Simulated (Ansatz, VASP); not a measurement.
One calculation of Hf4O3, two programs

The input INCAR:

```
SYSTEM = Hf4O3
ALGO = Normal
EDIFF = 1E-7
EDIFFG = -0.08
ENCUT = 600
GGA = PE
IBRION = 2
ISIF = 3
ISMEAR = 0
LASPH = .TRUE.
LCHARG = .FALSE.
LREAL = .FALSE.
LWAVE = .FALSE.
NELM = 60
NSW = 36
PREC = Accurate
SIGMA = 0.2
```

The input KPOINTS:

```
k-points
0
G
  4 4 4
  0 0 0
```

The input POSCAR:

```
Hf4O3
1.0
    4.6264056700      0.0000000000      0.0000000000
    0.0000000000      4.6264056700      0.0000000000
    0.0000000000      0.0000000000      4.7883958100
Hf O
4 3
Direct
    0.2554910200      0.2554910200      0.2597206200
    0.7445089800      0.7445089800      0.2597206200
    0.7445089800      0.2554910200      0.7402793800
    0.2554910200      0.7445089800      0.7402793800
    0.0000000000      0.0000000000      0.0000000000
    0.0000000000      0.0000000000      0.5000000000
    0.5000000000      0.5000000000      0.0000000000
```

Input for Ansatz:

```yaml
crystal:
  lattice:
    - [4.62640567, 0.0, 0.0]
    - [0.0, 4.62640567, 0.0]
    - [0.0, 0.0, 4.78839581]
  atoms:
    - { symbol: Hf, position: [0.25549102, 0.25549102, 0.25972062] }
    - { symbol: Hf, position: [0.74450898, 0.74450898, 0.25972062] }
    - { symbol: Hf, position: [0.74450898, 0.25549102, 0.74027938] }
    - { symbol: Hf, position: [0.25549102, 0.74450898, 0.74027938] }
    - { symbol: O, position: [0.0, 0.0, 0.0] }
    - { symbol: O, position: [0.0, 0.0, 0.5] }
    - { symbol: O, position: [0.5, 0.5, 0.0] }
basis:
  ecutwfc: 420
kpoints:
  mp_grid: { grid: [4, 4, 4] }
hamiltonian:
  xc: pbe
scf:
  occupations: { method: gaussian, width: 0.2 }
  lower_state_search: "off"
output:
  forces: true
  stress: true
  eigenvalues: true
relax:
  adjacent_minimum: "off"
  f_tol: 0.08
  max_steps: 16
  cell: { stress_tol: 0.8 }
```

Change from the starting cell: species swapped into the Ti4H3 type (P-42m, No. 111).

Alike in both runs: task relaxation of cell and atoms; functional PBE; k mesh 4 × 4 × 4; occupations gaussian, width 0.2 eV; no spin polarisation.

|  | VASP | Ansatz |
| --- | --- | --- |
| version | VASP 6.6.1 | Ansatz 0.2.0 |
| potentials or method | VASP PAW PBE potentials, release 64 (Hf_pv, O), cutoff 600 eV | scalar-relativistic, plane waves, PAW |
| valence electrons in the cell | 58 | 122 |

|  | VASP | Ansatz | Ansatz less VASP |
| --- | --- | --- | --- |
| gap on the k mesh at the Fermi level, each at its own relaxed structure (eV) | none | none | - |
| relaxed volume (Å³/atom) | 16.46 | 16.59 | +0.133 |
| relaxed cell length with the largest relative difference (Å) | 4.782 | 4.799 | +0.0173 |

A gap of «none» marks a metal or a gap that the smearing closes. VASP's potentials hold 58 valence electrons a cell and Ansatz's 122, so a difference there can come from the potentials and not from the codes.

Spin-orbit coupling is off throughout.
